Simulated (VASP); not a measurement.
Wanted: the native input for a VASP 6.6.1 run.

* Task: single point
* Functional: PBE
* Potentials or basis: VASP PAW PBE potentials, release 64 (Nb_sv, Te)
* Cutoff: 520 eV
* k mesh: 8 × 8 × 8
* Occupations: gaussian, width 0.022 eV
* Spin: no spin polarisation
* Dipole correction: no
* Further INCAR settings: ALGO = Normal; EDIFF = 1e-07; NBANDS = 16

The structure of NbTe lies in POSCAR:

```
NbTe
1.0
    3.4257000000      0.0000000000      0.0000000000
    0.0000000000      3.4257000000      0.0000000000
    0.0000000000      0.0000000000      3.4257000000
Nb Te
1 1
Direct
    0.5000000000      0.5000000000      0.5000000000
    0.0000000000      0.0000000000      0.0000000000
```

One way to write it, as run:

INCAR

```
PREC     = Accurate       # precision mode
ENCUT    = 520            # plane-wave cutoff, eV
EDIFF    = 1E-7           # SCF threshold, eV
ISMEAR   = 0              # smearing method
SIGMA    = 0.022          # smearing width, eV
LREAL    = F              # projectors in reciprocal space
LASPH    = T              # aspherical terms in the spheres
NELM     = 80             # most SCF steps
ALGO     = Normal         # electronic algorithm
ISIF     = 2              # what is computed and relaxed
LWAVE    = F              # write WAVECAR
LCHARG   = T              # write CHGCAR
GGA      = PE             # functional
LELF     = T              # ELF
LVHAR    = T            
NBANDS   = 16             # bands
```

KPOINTS

```
regular mesh
0
Gamma
  8 8 8
```

Potentials or basis: VASP PAW PBE potentials, release 64 (Nb_sv, Te).

Run with:

```bash
$ cat potpaw_PBE.64/Nb_sv/POTCAR potpaw_PBE.64/Te/POTCAR > POTCAR
$ mpirun -np 1 vasp_std > vasp.out
```

Results of the run:

```
Pressure : -0.3 GPa
```

It took 46 s on 1 thread of Intel Xeon 8259CL, with other jobs on the host, peak memory 0.17 GiB.
